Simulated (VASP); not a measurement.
Write the native input for VASP 6.6.1 that does the following.

* Task: single point
* Functional: PBEsol
* Potentials or basis: VASP PAW PBE potentials, release 64 (V_sv)
* Cutoff: 520 eV
* k mesh: 2 × 2 × 2
* Occupations: fermi-dirac, width 0.17 eV
* Spin: no spin polarisation
* Dipole correction: no
* Further INCAR settings: LREAL = Auto; ALGO = Normal; EDIFF = 1e-06; NBANDS = 118

The structure of V lies in POSCAR:

```
V
1.0
    6.0400000000      0.0000000000      0.0000000000
    0.0000000000      6.0400000000      0.0000000000
    0.0000000000      0.0000000000      6.0400000000
V
16
Direct
   -0.0121026490      0.0240231788      0.0232284768
    0.4978973510     -0.0151158940      0.0474503311
    0.0078311258      0.5298841060      0.0674503311
   -0.0078311258     -0.0046854305      0.5350000000
    0.2433443709      0.2308112583      0.2820198675
    0.5014238411      0.4684768212      0.0553476821
    0.4991059603     -0.0182119205      0.5293543046
    0.7337086093      0.2671026490      0.3078807947
   -0.0117218543      0.5144867550      0.5885430464
    0.2572682119      0.7668874172      0.3232119205
    0.2405960265      0.2475993377      0.8260927152
    0.4804635762      0.5062748344      0.5826821192
    0.7367549669      0.7358278146      0.3414900662
    0.7762417219      0.2565562914      0.7901821192
    0.2466887417      0.7452483444      0.8030960265
    0.7372682119      0.7645695364      0.8220364238
```

The input as run:

INCAR

```
SYSTEM = V
ALGO = Normal
EDIFF = 1E-6
ENCUT = 520
GGA = PS
ISIF = 2
ISMEAR = -1
LASPH = .True.
LCHARG = .False.
LREAL = Auto
LWAVE = .False.
NBANDS = 118
NELM = 60
PREC = Accurate
SIGMA = 0.17
```

KPOINTS

```
k-points
0
Gamma
  2 2 2
  0 0 0
```

Potentials or basis: VASP PAW PBE potentials, release 64 (V_sv).

Launch:

```sh
$ cat potpaw_PBE.64/V_sv/POTCAR > POTCAR
$ mpirun -np 1 vasp_std > vasp.out
```

Results of the run:

The pressure is -7.3 GPa, the largest force is 1.862 eV/Å and the band gap on the k mesh is zero (bands 104 and 105 overlap by 1.12 eV).

Caveat: the k points lie up to 0.52 Å⁻¹ apart, too coarse for converged energies and pressures of a metal; the atoms stand as in a frame of molecular dynamics; the PAW data sets were made with another functional, which shifts forces and pressure a little.

Run time: 14 min on 1 thread of Intel Xeon 8259CL (shared host), peak memory 0.41 GiB.
